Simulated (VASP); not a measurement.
# Fe (P6_3/mmc) in VASP: a series of runs

The runs below take Fe through single point, with PBEsol+D4, PBEsol, RPBE.

Program: VASP 6.6.1. These are calculated values, not measurements. Logs are shortened: lines on timing, memory, paths and dates and some standing lists are left out, and cuts for length are marked.

### 1 The cell of the first run

It takes space group P6_3/mmc (No. 194, hexagonal). Conventional cell: a = 2.466 Å, b = 2.466 Å, c = 3.892 Å, α = 90.00°, β = 90.00°, γ = 120.00°. Within 3.2 Å of Fe (site symmetry -6m2) lie 12 Fe at 2.41 to 2.47 Å.

### 2 Single point, PBEsol+D4, collinear spin, ferromagnetic start

File INCAR:

```
SYSTEM = Fe
ALGO     = Normal         ! electronic algorithm
EDIFF    = 1E-6           ! SCF threshold, eV
ENCUT    = 600            ! plane-wave cutoff, eV
GGA      = PS             ! functional
GGA_COMPAT= .False.      
ISIF     = 2              ! what is computed and relaxed
ISMEAR   = -1             ! smearing method
ISPIN    = 2              ! spin polarisation
IVDW     = 13             ! dispersion correction
LASPH    = .True.         ! aspherical terms in the spheres
LCHARG   = .False.        ! write CHGCAR
LMAXMIX  = 4              ! l up to which the mixer works
LORBIT   = 11             ! projections on sites
LREAL    = .False.        ! projectors in reciprocal space
LWAVE    = .False.        ! write WAVECAR
MAGMOM   = 3 3            ! initial moments
NBANDS   = 27             ! bands
NELM     = 200            ! most SCF steps
PREC     = Accurate       ! precision mode
SIGMA    = 0.05           ! smearing width, eV
```

File KPOINTS:

```
k-points
0
Gamma
  12 12 7
  0 0 0
```

File POSCAR:

```
Fe
1.0
    2.4661896479      0.0000000000      0.0000000000
   -1.2330948240      2.1357828857      0.0000000000
    0.0000000000      0.0000000000      3.8924920371
Fe
2
Direct
    0.6666666667      0.3333333333      0.7500000000
    0.3333333333      0.6666666667      0.2500000000
```

Potentials or basis: VASP PAW PBE potentials, release 64 (Fe_sv).

Command:

```bash
$ cat potpaw_PBE.64/Fe_sv/POTCAR > POTCAR
$ mpirun -np 1 vasp_std > vasp.out
```

OUTCAR:

```text
SYSTEM = Fe
   EDIFF = 1E-6
   ENCUT = 600
   GGA = PS
   ISIF = 2
   ISMEAR = -1
   ISPIN = 2
   IVDW = 13
   LASPH = .True.
   LORBIT = 11
   LREAL = .False.
   NELM = 200
   PREC = Accurate

 ion  position               nearest neighbor table
   1  0.667  0.333  0.750-   2 2.41   2 2.41   2 2.41   2 2.41   2 2.41   2 2.41
   2  0.333  0.667  0.250-   1 2.41   1 2.41   1 2.41   1 2.41   1 2.41   1 2.41

  LATTYP: Found a hexagonal cell.
 ALAT       =     2.4661896479
 C/A-ratio  =     1.5783425417

  Lattice vectors:

 A1 = (   2.4661896479,   0.0000000000,   0.0000000000)
 A2 = (  -1.2330948240,   2.1357828857,   0.0000000000)
 A3 = (   0.0000000000,   0.0000000000,   3.8924920371)

Analysis of symmetry for initial positions (statically):
=====================================================================
 Subroutine PRICEL returns:
 Original cell was already a primitive cell.

 Routine SETGRP: Setting up the symmetry group for a
 hexagonal supercell.

 Subroutine GETGRP returns: Found 24 space group operations
 (whereof 12 operations were pure point group operations)
 out of a pool of 24 trial point group operations.

The static configuration has the point symmetry D_3d.
 The point group associated with its full space group is D_6h.

Analysis of symmetry for dynamics (positions and initial velocities):
=====================================================================
 Subroutine PRICEL returns:
 Original cell was already a primitive cell.

 Routine SETGRP: Setting up the symmetry group for a
 hexagonal supercell.

 Subroutine GETGRP returns: Found 24 space group operations
 (whereof 12 operations were pure point group operations)
 out of a pool of 24 trial point group operations.

The dynamic configuration has the point symmetry D_3d.
 The point group associated with its full space group is D_6h.

Analysis of structural, dynamic, and magnetic symmetry:
=====================================================================
 Subroutine PRICEL returns:
 Original cell was already a primitive cell.

 Routine SETGRP: Setting up the symmetry group for a
 hexagonal supercell.

 Subroutine GETGRP returns: Found 24 space group operations
 (whereof 12 operations were pure point group operations)
 out of a pool of 24 trial point group operations.

The overall configuration has the point symmetry D_3d.
 The point group associated with its full space group is D_6h.

 Subroutine INISYM returns: Found 24 space group operations
 (whereof 12 operations are pure point group operations),
 and found     1 'primitive' translations

----------------------------------------------------------------------------------------

                                     Primitive cell

  volume of cell :      20.5027

  direct lattice vectors                    reciprocal lattice vectors
     2.466189648  0.000000000  0.000000000     0.405483820  0.234106193  0.000000000
    -1.233094824  2.135782886  0.000000000     0.000000000  0.468212386  0.000000000
     0.000000000  0.000000000  3.892492037     0.000000000  0.000000000  0.256904829

  length of vectors
     2.466189648  2.466189648  3.892492037     0.468212386  0.468212386  0.256904829

  position of ions in fractional coordinates (direct lattice)
     0.666666667  0.333333333  0.750000000
     0.333333333  0.666666667  0.250000000

  ion indices of the primitive-cell ions
   primitive index   ion index
                 1           1
                 2           2

----------------------------------------------------------------------------------------

 KPOINTS: k-points

Automatic generation of k-mesh.
 Grid dimensions read from file:
 generate k-points for:   12   12    7

 Generating k-lattice:

  Cartesian coordinates                     Fractional coordinates (reciprocal lattice)
     0.033790318  0.019508849  0.000000000     0.083333333  0.000000000  0.000000000
     0.000000000  0.039017699  0.000000000     0.000000000  0.083333333  0.000000000
     0.000000000  0.000000000  0.036700690     0.000000000  0.000000000  0.142857143

  Length of vectors
     0.039017699  0.039017699  0.036700690

  Shift w.r.t. Gamma in fractional coordinates (k-lattice)
     0.000000000  0.000000000  0.000000000

 Subroutine IBZKPT returns following result:
 ===========================================

 Found     76 irreducible k-points:

 Following reciprocal coordinates:
            Coordinates               Weight
  0.000000  0.000000  0.000000      1.000000
  0.083333  0.000000  0.000000      6.000000
  0.166667  0.000000  0.000000      6.000000
  0.250000  0.000000  0.000000      6.000000
  0.333333 -0.000000  0.000000      6.000000
  0.416667  0.000000  0.000000      6.000000
[... 16 lines left out ...]
  0.250000  0.000000  0.142857     12.000000
  0.333333 -0.000000  0.142857     12.000000
 [... further k-points ...]
   k-points           NKPTS =     76   k-points in BZ     NKDIM =     76   number of bands    NBANDS=     27
   number of dos      NEDOS =    301   number of ions     NIONS =      2
   total plane-waves  NPLWV =  12800
   dimension x,y,z NGX =    20 NGY =   20 NGZ =   32
   dimension x,y,z NGXF=    40 NGYF=   40 NGZF=   64
   ions per type =               2
   NGX,Y,Z   is equivalent  to a cutoff of  13.48, 13.48, 13.67 a.u.
   NGXF,Y,Z  is equivalent  to a cutoff of  26.96, 26.96, 27.33 a.u.
 SYSTEM =  Fe
   PREC   = accura    normal or accurate (medium, high low for compatibility)
   ISTART =      0    job   : 0-new  1-cont  2-samecut
   ICHARG =      2    charge: 1-file 2-atom 10-const
   ISPIN  =      2    spin polarized calculation?
   LNONCOLLINEAR =      F non collinear calculations
   LSORBIT =      F    spin-orbit coupling
   LASPH  =      T    aspherical Exc in radial PAW
   ENCUT  =  600.0 eV  44.10 Ry    6.64 a.u.   4.93  4.93  7.77*2*pi/ulx,y,z
   NELM   =    200;   NELMIN=  2; NELMDL= -5     # of ELM steps
   EDIFF  = 0.1E-05   stopping-criterion for ELM
   LREAL  =      F    real-space projection
   EDIFFG = 0.1E-04   stopping-criterion for IOM
   NSW    =      0    number of steps for IOM
   IBRION =     -1    ionic relax: 0-MD 1-quasi-New 2-CG
   NFREE  =      0    steps in history (QN), initial steepest desc. (CG)
   ISIF   =      2    stress and relaxation
   ISYM   =      2    0-nonsym 1-usesym 2-fastsym
   POTIM  = 0.5000    time-step for ionic-motion
   TEBEG  =    0.0;   TEEND  =   0.0 temperature during run
   PSTRESS=    0.0 pullay stress
   NELECT =      32.0000    total number of electrons
   NUPDOWN=      -1.0000    fix difference up-down
   EMIN   =  10.00;   EMAX   =-10.00  energy-range for DOS
   EFERMI =   0.00;   METHOD = LEGACY
   ISMEAR =    -1;   SIGMA  =   0.05  broadening in eV -4-tet -1-fermi 0-gaus
   EFERMI_NEDOS =   21; number of points for ismear=-14 and -15
   IALGO  =     38    algorithm
   IMIX   =      4    mixing-type and parameters
     AMIX     =   0.40;   BMIX     =  1.00
     AMIX_MAG =   1.60;   BMIX_MAG =  1.00
  volume/ion in A,a.u.               =      10.25        69.18
  Fermi-wavevector in a.u.,A,eV,Ry     =   1.898983  3.588557 49.064460  3.606136
  Thomas-Fermi vector in A             =   2.938424
   LORBIT       =     11    0 simple, 1 ext, 2 COOP (PROOUT), +10 PAW based schemes
   GGA     = PS    functional components
   LHFCALC =     F    Hartree Fock is set to
   AEXX    =    0.0000 exact exchange contribution
   IVDW    =    13    specifies the selected vdW correction
   LEPSILON=     F    determine dielectric tensor
   LRPA    =     F    only Hartree local field effects (RPA)
 spin polarized calculation
  energy-cutoff  :      600.00
  volume of cell :       20.50
 maximum number of plane-waves:       699
 NGX is ok and might be reduce to    20
   NGX =  9   NGY =  9   NGZ = 15

 number of electron      32.0000003 magnetization       0.0089614

 number of electron      32.0000003 magnetization      -0.0006087

 Free energy of the ion-electron system (eV)
  ---------------------------------------------------
  ext. energy  EPLUGINS =         0.00000000
  ---------------------------------------------------
  free energy    TOTEN  =       -18.09648962 eV

  energy without entropy =      -18.07582814  energy(sigma->0) =      -18.08615888

 E-fermi :  13.6691     XC(G=0): -14.5954

 val. band max:       13.6587977554   @ k =   0.3333   0.3333   0.2857
 cond. band min:      13.6694004350   @ k =   0.4167   0.0833   0.4286
 fundamental gap:      0.0106026796
 Fermi energy:        13.6690735096

 spin component 1

 k-point     1 :       0.0000    0.0000    0.0000
  band No.  band energies     occupation
      1     -73.3150      1.00000
      2     -73.1805      1.00000
      3     -39.7825      1.00000
      4     -39.2385      1.00000
      5     -39.2385      1.00000
      6     -39.1403      1.00000
[... 19 lines left out ...]
     26      39.3684      0.00000
     27      40.3849      0.00000
[... 661 lines left out ...]
 k-point    24 :       0.3333   -0.0000    0.1429
  band No.  band energies     occupation
      1     -73.2317      1.00000
      2     -73.1620      1.00000
      3     -39.6330      1.00000
      4     -39.5053      1.00000
      5     -39.4619      1.00000
      6     -39.3291      1.00000
[... 19 lines left out ...]
     26      36.9732      0.00000
     27      38.5624      0.00000

 [... further k-points ...]

 spin component 2

 k-point     1 :       0.0000    0.0000    0.0000
  band No.  band energies     occupation
      1     -73.3153      1.00000
      2     -73.1808      1.00000
      3     -39.7828      1.00000
      4     -39.2388      1.00000
      5     -39.2388      1.00000
      6     -39.1406      1.00000
[... 19 lines left out ...]
     26      39.3683      0.00000
     27      40.3847      0.00000
[... 661 lines left out ...]
 k-point    24 :       0.3333   -0.0000    0.1429
  band No.  band energies     occupation
      1     -73.2320      1.00000
      2     -73.1623      1.00000
      3     -39.6333      1.00000
      4     -39.5057      1.00000
      5     -39.4622      1.00000
      6     -39.3294      1.00000
[... 19 lines left out ...]
     26      36.9731      0.00000
     27      38.5623      0.00000

 [... further k-points ...]

------------------------ aborting loop because EDIFF is reached ----------------------------------------

  DFT-D4 for vdW energy calculation

  Edisp (eV):   -0.44695

  FORCE on cell =-STRESS in cart. coord.  units (eV):
  Direction    XX          YY          ZZ          XY          YZ          ZX
  --------------------------------------------------------------------------------------
  -------------------------------------------------------------------------------------
  Total      -2.59061    -2.59061    -2.46200     0.00000    -0.00000    -0.00000
  in kB    -202.44265  -202.44265  -192.39231     0.00000    -0.00000    -0.00000
  external pressure =     -199.09 kB  Pullay stress =        0.00 kB

 VOLUME and BASIS-vectors are now :
 -----------------------------------------------------------------------------
  energy-cutoff  :      600.00
  volume of cell :       20.50
      direct lattice vectors                 reciprocal lattice vectors
     2.466189648  0.000000000  0.000000000     0.405483820  0.234106193  0.000000000
    -1.233094824  2.135782886  0.000000000     0.000000000  0.468212386  0.000000000
     0.000000000  0.000000000  3.892492037     0.000000000  0.000000000  0.256904829

 POSITION                                       TOTAL-FORCE (eV/Angst)
 -----------------------------------------------------------------------------------
      1.23309      0.71193      2.91937         0.000000      0.000000      0.000000
     -0.00000      1.42386      0.97312        -0.000000      0.000000      0.000000
 -----------------------------------------------------------------------------------
    total drift:                                0.000000     -0.000000      0.000000

  FREE ENERGIE OF THE ION-ELECTRON SYSTEM (eV)
  ---------------------------------------------------
  free  energy   TOTEN  =       -18.5434425431 eV

  energy  without entropy=      -18.5227810625  energy(sigma->0) =      -18.53311180

 total charge

# of ion       s       p       d       tot
------------------------------------------
    1        2.206   6.052   5.529  13.787
    2        2.206   6.052   5.529  13.787
--------------------------------------------------
tot          4.412  12.105  11.058  27.574

 magnetization (x)

# of ion       s       p       d       tot
------------------------------------------
    1        0.000   0.000  -0.000  -0.000
    2        0.000   0.000  -0.000  -0.000
--------------------------------------------------
tot          0.000   0.000  -0.000  -0.000
```

Wall time 48 s (1 thread of AMD EPYC 9R45 (Zen 5), shared host); peak memory 0.16 GiB.

What came out:

```
Free energy                                           : -18.5434 eV
Pressure                                              : -19.9 GPa
Band gap on the k mesh                                : zero (filled and empty bands overlap)
Net moment                                            : 0.00 μB per cell
Valence electrons inside the program's atomic spheres : Fe 13.79
Dispersion energy per atom                            : -0.223 eV
```

Stress tensor (GPa, compression positive):
```
-20.24   0.00   0.00
  0.00 -20.24   0.00
  0.00   0.00 -19.24
```

Caveat: the starting moments collapsed, and a magnetic state may lie lower; the PAW data sets were made with another functional, which shifts forces and pressure a little; pairwise dispersion overbinds metals, which lowers pressure and volume.

### 3 Single point, PBEsol, collinear spin, ferromagnetic start

This run uses another cell than the first one, of 9.86 Å³/atom, 0.962 times its volume.

File INCAR:

```
SYSTEM = Fe
ALGO = Normal
EDIFF = 1E-6
ENCUT = 600
GGA = PS
GGA_COMPAT = .False.
ISIF = 2
ISMEAR = -1
ISPIN = 2
LASPH = .True.
LCHARG = .False.
LMAXMIX = 4
LORBIT = 11
LREAL = .False.
LWAVE = .False.
MAGMOM = 1.5 1.5
NBANDS = 27
NELM = 200
NUPDOWN = 3.0
PREC = Accurate
SIGMA = 0.05
```

File KPOINTS:

```
k-points
0
Gamma
  10 10 6
  0 0 0
```

File POSCAR:

```
Fe
1.0
    2.4341575853      0.0000000000      0.0000000000
   -1.2170787927      2.1080423057      0.0000000000
    0.0000000000      0.0000000000      3.8419344700
Fe
2
Direct
    0.6666666667      0.3333333333      0.7500000000
    0.3333333333      0.6666666667      0.2500000000
```

Potentials or basis: VASP PAW PBE potentials, release 64 (Fe_sv).

Command:

```bash
$ cat potpaw_PBE.64/Fe_sv/POTCAR > POTCAR
$ mpirun -np 1 vasp_std > vasp.out
```

Wall time 33 s (1 thread of Intel Xeon 6975P-C (Granite Rapids), shared host); peak memory 0.17 GiB.

The run converged. Its results:

* Free energy: -17.5919 eV
* Pressure: 14.6 GPa
* Net moment: 3.00 μB per cell
* Site moments: Fe +1.46 μB
* Valence electrons inside the program's atomic spheres: Fe 13.84

Stress tensor (GPa, compression positive):
```
10.59  0.00  0.00
 0.00 10.59  0.00
 0.00  0.00 22.51
```

Caveat: the PAW data sets were made with another functional, which shifts forces and pressure a little; the total moment is fixed, so each spin has its own Fermi level.

### 4 Single point, RPBE, collinear spin, ferromagnetic start

This run uses another cell than the first one, of 9.86 Å³/atom, 0.962 times its volume.

File INCAR:

```
PREC = Accurate ; ENCUT = 600
EDIFF = 1E-6 ; ISMEAR = -1
SIGMA = 0.05 ; LREAL = F
LASPH = T ; NELM = 200
ALGO = Normal ; ISIF = 2
LWAVE = F ; LCHARG = T
ISPIN = 2 ; MAGMOM = 3 3
LORBIT = 11 ; LMAXMIX = 4
GGA = RP ; LELF = T
LVHAR = T ; NBANDS = 19
GGA_COMPAT = F
```

File KPOINTS:

```
regular mesh
0
Gamma
  12 12 7
```

POSCAR is that of step 3.

Potentials or basis: VASP PAW PBE potentials, release 64 (Fe).

Command:

```bash
$ cat potpaw_PBE.64/Fe/POTCAR > POTCAR
$ mpirun -np 1 vasp_std > vasp.out
```

It took 99 s on 1 thread of Intel Xeon 8259CL, shared host; peak memory 0.18 GiB.

The run converged. Its results:

```
Free energy                                           : -15.1316 eV
Pressure                                              : 16.1 GPa
Band gap on the k mesh                                : zero (filled and empty bands overlap)
Net moment                                            : 0.00 μB per cell
Valence electrons inside the program's atomic spheres : Fe 7.59
```

Stress tensor (GPa, compression positive):
```
15.30  0.00  0.00
 0.00 15.30  0.00
 0.00  0.00 17.58
```

Levels at points of the mesh, in eV from the Fermi level:
Spin up:
| k point | band 5 | band 6 | band 7 | band 8 | band 9 | band 10 | band 11 | band 12 |
| --- | --- | --- | --- | --- | --- | --- | --- | --- |
| (0.00, 0.00, 0.00) | -1.60 | -1.26 | -1.26 | -0.91 | -0.91 | 0.54 | 0.72 | 0.72 |
| (0.50, 0.00, 0.00) | -2.08 | -1.60 | -1.12 | 0.83 | 1.07 | 1.11 | 2.76 | 5.00 |
Spin down:
```
           k point  band 6  band 7  band 8  band 9  band 10  band 11
(0.00, 0.00, 0.00)   -1.26   -1.26   -0.91   -0.91     0.54     0.72
(0.50, 0.00, 0.00)   -1.60   -1.12    0.83    1.07     1.11     2.76
```

Caveat: the starting moments collapsed, and a magnetic state may lie lower; the PAW data sets were made with another functional, which shifts forces and pressure a little.

### 5 Single point, PBEsol+D4, collinear spin, ferromagnetic start

This run uses another cell than the first one, of 10.05 Å³/atom, 0.981 times its volume.

File INCAR:

```
SYSTEM = Fe
PREC = Accurate ; ENCUT = 600
EDIFF = 1E-6 ; ISMEAR = -1
SIGMA = 0.05 ; LREAL = .FALSE.
LASPH = .TRUE. ; NELM = 200
ALGO = Normal ; ISIF = 2
LWAVE = .FALSE. ; LCHARG = .FALSE.
ISPIN = 2 ; MAGMOM = 3 3
LORBIT = 11 ; LMAXMIX = 4
GGA = PS ; IVDW = 13
NBANDS = 27 ; GGA_COMPAT = .FALSE.
```

File KPOINTS:

```
Automatic mesh
0
G
  12 12 7
  0 0 0
```

File POSCAR:

```
Fe
1.0
    2.4502783040      0.0000000000      0.0000000000
   -1.2251391521      2.1220032576      0.0000000000
    0.0000000000      0.0000000000      3.8673784861
Fe
2
Direct
    0.6666666667      0.3333333333      0.7500000000
    0.3333333333      0.6666666667      0.2500000000
```

Potentials or basis: VASP PAW PBE potentials, release 64 (Fe_sv).

Command:

```bash
$ cat potpaw_PBE.64/Fe_sv/POTCAR > POTCAR
$ mpirun -np 1 vasp_std > vasp.out
```

It took 78 s on 1 thread of Intel Xeon Platinum 8259CL at 2.50GHz (Skylake/Cascade Lake), shared host; peak memory 0.19 GiB.

The run converged. Its results:

* Free energy: -18.5785 eV
* Pressure: -14.8 GPa
* Band gap on the k mesh: zero (filled and empty bands overlap)
* Net moment: 0.00 μB per cell
* Valence electrons inside the program's atomic spheres: Fe 13.80
* Dispersion energy per atom: -0.227 eV

Stress tensor (GPa, compression positive):
```
-15.20   0.00   0.00
  0.00 -15.20   0.00
  0.00   0.00 -13.89
```

Levels at points of the mesh, in eV from the Fermi level:
Spin up:
```
           k point  band 14  band 15  band 16  band 17  band 18  band 19
(0.00, 0.00, 0.00)    -1.24    -1.24    -0.89    -0.89     0.41     0.72
(0.50, 0.00, 0.00)    -1.59    -1.11     0.83     1.06     1.11     2.69
```
Spin down:
| k point | band 12 | band 13 | band 14 | band 15 | band 16 | band 17 | band 18 | band 19 | band 20 | band 21 |
| --- | --- | --- | --- | --- | --- | --- | --- | --- | --- | --- |
| (0.00, 0.00, 0.00) | -1.72 | -1.57 | -1.24 | -1.24 | -0.89 | -0.89 | 0.41 | 0.72 | 0.72 | 8.87 |
| (0.50, 0.00, 0.00) | -2.19 | -2.04 | -1.59 | -1.11 | 0.83 | 1.06 | 1.11 | 2.69 | 4.83 | 11.28 |

Caveat: the starting moments collapsed, and a magnetic state may lie lower; the PAW data sets were made with another functional, which shifts forces and pressure a little; pairwise dispersion overbinds metals, which lowers pressure and volume.
